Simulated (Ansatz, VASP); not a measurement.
Two plane-wave programs on Al

```
Al
1.0
     0.00000    1.96931    1.96931
     1.96931    0.00000    1.96931
     1.96931    1.96931    0.00000
Al
1
Direct
  0.00000 0.00000 0.00000
```

Alike in both runs: task single point; functional PBE; dispersion D3(BJ); k mesh 12 × 12 × 12; occupations methfessel-paxton of order 1, width 0.15 eV; no spin polarisation.

|  | VASP | Ansatz |
| --- | --- | --- |
| version | VASP 6.6.1 | Ansatz 0.2.0 |
| potentials or method | VASP PAW PBE potentials, release 64 (Al), cutoff 520 eV | plane waves, PAW |
| valence electrons in the cell | 3 | 3 |

```tsv
	VASP	Ansatz	Ansatz less VASP
pressure (GPa)	3.4	3.4	+0.03
```
